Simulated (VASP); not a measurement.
# TePb (Fm-3m) in VASP: notebook, part 2 of 2

VASP 6.6.1. The steps go on from the part before.

## 3. Single point, r2SCAN

This run uses another cell than the first one, of 34.13 Å³/atom.

The input, POSCAR:

```
TePb
1.0
    0.0000000000      3.2436849825      3.2436849825
    3.2436849825      0.0000000000      3.2436849825
    3.2436849825      3.2436849825      0.0000000000
Te Pb
1 1
Direct
    0.5000000000      0.5000000000      0.5000000000
    0.0000000000      0.0000000000      0.0000000000
```

The input, INCAR.step1:

```
SYSTEM = TePb
PREC     = Accurate       ! precision mode
ENCUT    = 520            ! plane-wave cutoff, eV
ISMEAR   = 0              ! smearing method
SIGMA    = 0.01           ! smearing width, eV
LREAL    = .FALSE.        ! projectors in reciprocal space
LASPH    = .TRUE.         ! aspherical terms in the spheres
NELM     = 60             ! most SCF steps
NBANDS   = 17             ! bands
GGA      = PE             ! functional
ALGO     = Normal         ! electronic algorithm
EDIFF    = 1E-4           ! SCF threshold, eV
LWAVE    = .TRUE.         ! write WAVECAR
LCHARG   = .FALSE.        ! write CHGCAR
```

The input, INCAR.step2:

```
SYSTEM = TePb
PREC     = Accurate       ! precision mode
ENCUT    = 520            ! plane-wave cutoff, eV
EDIFF    = 1E-6           ! SCF threshold, eV
ISMEAR   = 0              ! smearing method
SIGMA    = 0.01           ! smearing width, eV
LREAL    = .FALSE.        ! projectors in reciprocal space
LASPH    = .TRUE.         ! aspherical terms in the spheres
NELM     = 60             ! most SCF steps
ALGO     = Normal         ! electronic algorithm
ISIF     = 2              ! what is computed and relaxed
LWAVE    = .FALSE.        ! write WAVECAR
LCHARG   = .FALSE.        ! write CHGCAR
METAGGA  = R2SCAN         ! meta-GGA
LMIXTAU  = .TRUE.       
NBANDS   = 17             ! bands
ISTART   = 1
```

The input, KPOINTS:

```
Automatic mesh
0
G
  6 6 6
  0 0 0
```

Potentials or basis: VASP PAW PBE potentials, release 64 (Te, Pb_d).

Launch:

```sh
$ cat potpaw_PBE.64/Te/POTCAR potpaw_PBE.64/Pb_d/POTCAR > POTCAR
$ cp INCAR.step1 INCAR
$ mpirun -np 1 vasp_std > vasp.out
$ cp INCAR.step2 INCAR
$ mpirun -np 1 vasp_std > vasp.out
```

Run time: 1.8 min. Hardware: 1 thread of Intel Xeon 8259CL, shared host; peak memory 0.22 GiB.

It converged, with:

- Free energy: -82.7015 eV
- Pressure: 1.0 GPa
- Band gap on the k mesh: 1.05 eV

Levels at points of the mesh, in eV from the valence-band top:
| k point | band 7 | band 8 | band 9 | band 10 | band 11 | band 12 | band 13 | band 14 |
| --- | --- | --- | --- | --- | --- | --- | --- | --- |
| (0.00, 0.00, 0.00) | -5.67 | -1.45 | -1.45 | -1.45 | 4.34 | 4.34 | 4.34 | 6.21 |
| (0.50, 0.00, 0.00) | -8.83 | -0.98 | -0.98 | 0.00 | 1.05 | 1.44 | 1.44 | 8.93 |
| (0.50, 0.50, 0.00) | -7.48 | -4.60 | -2.90 | -2.90 | 3.64 | 5.78 | 5.78 | 7.10 |

Caveat: the PAW data sets were made with another functional, which shifts forces and pressure a little; spin-orbit coupling is left out, which moves the levels of the heavy elements. A k mesh can miss the band edges.

## 4. Relaxation of cell and atoms, r2SCAN, target pressure 1 GPa, at which the enthalpy is minimised

This run uses another cell than the first one, of 34.90 Å³/atom.

The input, POSCAR:

```
TePb
1.0
    0.0000000000      3.2678424844      3.2678424844
    3.2678424844      0.0000000000      3.2678424844
    3.2678424844      3.2678424844      0.0000000000
Te Pb
1 1
Direct
    0.5000000000      0.5000000000      0.5000000000
    0.0000000000      0.0000000000      0.0000000000
```

The input, INCAR.step1:

```
SYSTEM = TePb
PREC = Accurate
ENCUT = 600
ISMEAR = 0
SIGMA = 0.01
LREAL = .False.
LASPH = .True.
NELM = 80
GGA = PE
ALGO = Normal
EDIFF = 1E-4
LWAVE = .True.
LCHARG = .False.
```

The input, INCAR.step2:

```
SYSTEM = TePb
PREC = Accurate
ENCUT = 600
EDIFF = 1E-6
ISMEAR = 0
SIGMA = 0.01
LREAL = .False.
LASPH = .True.
NELM = 80
ALGO = Normal
ISIF = 3
LWAVE = .False.
LCHARG = .False.
METAGGA = R2SCAN
LMIXTAU = .True.
IBRION = 2
NSW = 100
EDIFFG = -0.002
PSTRESS = 10.0
ISTART = 1
```

The input, KPOINTS:

```
Automatic mesh
0
Gamma
  6 6 6
  0 0 0
```

Potentials or basis: VASP PAW PBE potentials, release 64 (Te, Pb_d).

Launch:

```sh
$ cat potpaw_PBE.64/Te/POTCAR potpaw_PBE.64/Pb_d/POTCAR > POTCAR
$ cp INCAR.step1 INCAR
$ mpirun -np 1 vasp_std > vasp.out
$ cp INCAR.step2 INCAR
$ mpirun -np 1 vasp_std > vasp.out
```

OUTCAR:

```text
SYSTEM = TePb
   PREC = Accurate
   ENCUT = 600
   EDIFF = 1E-6
   ISMEAR = 0
   LREAL = .False.
   LASPH = .True.
   NELM = 80
   ISIF = 3
   METAGGA = R2SCAN
   IBRION = 2
   NSW = 100
   EDIFFG = -0.002
   PSTRESS = 10.0
   ISTART = 1

 ion  position               nearest neighbor table
   1  0.500  0.500  0.500-   2 3.27   2 3.27   2 3.27   2 3.27   2 3.27   2 3.27
   2  0.000  0.000  0.000-   1 3.27   1 3.27   1 3.27   1 3.27   1 3.27   1 3.27

  LATTYP: Found a face centered cubic cell.
 ALAT       =     6.5356849688

  Lattice vectors:

 A1 = (   0.0000000000,   3.2678424844,   3.2678424844)
 A2 = (   3.2678424844,   0.0000000000,   3.2678424844)
 A3 = (   3.2678424844,   3.2678424844,   0.0000000000)

Analysis of symmetry for initial positions (statically):
=====================================================================
 Subroutine PRICEL returns:
[... 172 lines left out ...]
  Total        0.0046783      0.0046783      0.0046783      0.0000000      0.0000000      0.0000000
  in kB        0.1073944      0.1073944      0.1073944      0.0000000      0.0000000      0.0000000
  external PRESSURE =      -9.8926056 kB  Pullay stress =      10.0000000 kB
[... 63 lines left out ...]
--------------------------------------- Ionic step        3  -------------------------------------------

 number of electron      19.9999999 magnetization

 Free energy of the ion-electron system (eV)
  ---------------------------------------------------
  ext. energy  EPLUGINS =         0.00000000
  ---------------------------------------------------
  free energy    TOTEN  =       -82.70220904 eV

  energy without entropy =      -82.70220904  energy(sigma->0) =      -82.70220904

 E-fermi :   5.4745     XC(G=0):  -9.7588

 val. band max:        5.3585805189   @ k =   0.5000   0.0000   0.0000
 cond. band min:       6.4059715262   @ k =   0.5000   0.0000   0.0000
 fundamental gap:      1.0473910073
 Fermi energy:         5.4744707593

 k-point     1 :       0.0000    0.0000    0.0000
  band No.  band energies     occupation
      1     -11.9986      2.00000
      2     -11.9986      2.00000
      3     -11.9875      2.00000
      4     -11.9875      2.00000
      5     -11.9875      2.00000
      6      -7.0572      2.00000
      7      -0.3074      2.00000
      8       3.9096      2.00000
      9       3.9096      2.00000
     10       3.9096      2.00000
     11       9.6948      0.00000
     12       9.6948      0.00000
     13       9.6948      0.00000
     14      11.5666      0.00000
[... 286 lines left out ...]
  energy  without entropy=      -82.7022090415  energy(sigma->0) =      -82.70220904

  enthalpy is  TOTEN    =       -82.2761415539 eV   P V=        0.4260674875

 reached required accuracy - stopping structural energy minimisation
```

Run time: 6.6 min. Hardware: 1 thread of Intel Xeon 8259CL, shared host; peak memory 0.27 GiB.

Results:

```yaml
Free_energy: -82.7022 eV
Relaxed_volume: 34.13 Å³/atom
Relaxed_cell: a = 4.587 Å, b = 4.587 Å, c = 4.587 Å, α = 60.00°, β = 60.00°, γ = 60.00°
Space_group_after_relaxing_to_0.1_Å: Fm-3m (No. 225)
Energy_change_on_relaxing_the_run_minimises_the_enthalpy: +2.4 meV/atom
Ionic_steps: 3
Pressure_after_relaxing: 1.0 GPa
Band_gap_on_the_k_mesh: 1.05 eV
```

Step by step:
```csv
step,energy change (eV),largest force (eV/Å),pressure (GPa),volume (Å³)
1,0.0000,0.0000,0.01,69.79
2,0.0095,0.0000,1.45,67.64
3,0.0047,0.0000,1.01,68.26
```

Final structure:
```cif
data_structure
_symmetry_space_group_name_H-M 'P 1'
_symmetry_Int_Tables_number 1
_cell_length_a 4.5874
_cell_length_b 4.5874
_cell_length_c 4.5874
_cell_angle_alpha 60.000
_cell_angle_beta 60.000
_cell_angle_gamma 60.000
_cell_volume 68.26
loop_
_atom_site_label
_atom_site_type_symbol
_atom_site_fract_x
_atom_site_fract_y
_atom_site_fract_z
_atom_site_occupancy
Te1 Te 0.50000 0.50000 0.50000 1
Pb1 Pb 0.00000 0.00000 0.00000 1
```

Caveat: the cell is relaxed towards a set pressure, so the run minimises the enthalpy, not the energy; the PAW data sets were made with another functional, which shifts forces and pressure a little; spin-orbit coupling is left out, which moves the levels of the heavy elements.

## 5. The runs side by side

| task | cell | cutoff (eV) | gap on the mesh (eV) | pressure (GPa) |
| --- | --- | --- | --- | --- |
| single point | a = 4.556 Å, angles 60.0°, 2 atoms | 520 | 1.00 | 2.0 |
| single point | a = 4.587 Å, angles 60.0°, 2 atoms | 520 | 1.05 | 1.0 |
| relaxation of cell and atoms | relaxed to 1 GPa from a = 4.621 Å, angles 60.0°, 2 atoms | 600 | 1.05 | 1.0 |

Alike in all rows: level r2SCAN; potentials or basis VASP PAW PBE potentials, release 64 (Te, Pb_d); no spin polarisation; k mesh 6 × 6 × 6; smearing gaussian 0.01 eV.

Caveats: the PAW data sets were made with another functional, which shifts forces and pressure a little; spin-orbit coupling is left out, which moves the levels of the heavy elements; the cell is relaxed towards a set pressure, so the run minimises the enthalpy, not the energy (at least some runs).

Absolute energies hang on the potentials; compare differences alone.
